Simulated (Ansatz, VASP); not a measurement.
Two plane-wave programs on InAs

Contents of POSCAR:

```
InAs
1.0
    0.0000000000      2.9629527589      2.9629527589
    2.9629527589      0.0000000000      2.9629527589
    2.9629527589      2.9629527589      0.0000000000
In As
1 1
Direct
    0.0000000000      0.0000000000      0.0000000000
    0.2500000000      0.2500000000      0.2500000000
```

The input INCAR.step1:

```
ALGO = Normal ; EDIFF = 1E-4
ENCUT = 520 ; GGA = PE
ISMEAR = -1 ; LASPH = True
LCHARG = False ; LREAL = False
LWAVE = True ; NBANDS = 16
NELM = 80 ; PREC = Accurate
SIGMA = 0.02
```

The input INCAR.step2:

```
ALGO = Normal ; EDIFF = 1E-6
ENCUT = 520 ; ISIF = 2
ISMEAR = -1 ; ISTART = 1
LASPH = True ; LCHARG = False
LMIXTAU = True ; LREAL = False
LWAVE = False ; METAGGA = R2SCAN
NBANDS = 16 ; NELM = 80
PREC = Accurate ; SIGMA = 0.02
```

KPOINTS

```
k-points
0
Gamma
  8 8 8
```

Input for Ansatz:

```yaml
crystal:
  lattice:
    - [0.0, 2.9629527589, 2.9629527589]
    - [2.9629527589, 0.0, 2.9629527589]
    - [2.9629527589, 2.9629527589, 0.0]
  atoms:
    - { symbol: In, position: [0.0, 0.0, 0.0] }
    - { symbol: As, position: [0.25, 0.25, 0.25] }
kpoints:
  mp_grid: { grid: [8, 8, 8] }
  band_path:
    path:
      - [0.0, 0.0, 0.0]
      - [-0.5, -0.5, 0.0]
      - [-0.375, -0.375, 0.25]
      - [-0.375, 0.0, 0.375]
      - [0.0, 0.0, 0.5]
      - [-0.5, -0.25, 0.25]
    npoints: 1
hamiltonian:
  xc: r2scan
scf:
  occupations: { method: fermi_dirac, width: 0.02 }
  n_extra_bands: 4
output:
  forces: true
  stress: true
  eigenvalues: true
  write_density: true
  write_potential: true
  elf: true
  volumetric_format: npy
```

Change from the starting cell: hydrostatic strain -3.0%.

Alike in both runs: task single point; functional r2SCAN; k mesh 8 × 8 × 8; occupations fermi-dirac, width 0.02 eV; no spin polarisation.

```csv
,VASP,Ansatz
version,VASP 6.6.1,Ansatz 0.2.0
potentials or method,"VASP PAW PBE potentials, release 64 (In_d, As)","plane waves, PAW"
plane-wave cutoff (eV),520,500
valence electrons in the cell,18,28
```

```csv
,VASP,Ansatz,Ansatz less VASP
pressure (GPa),6.5,6.5,0.00
```

VASP's potentials were made for PBE, not for r2SCAN. With one functional, cell and mesh, what is left measures potentials, basis and numerics. VASP's potentials hold 18 valence electrons a cell and Ansatz's 28, so a difference there can come from the potentials and not from the codes.
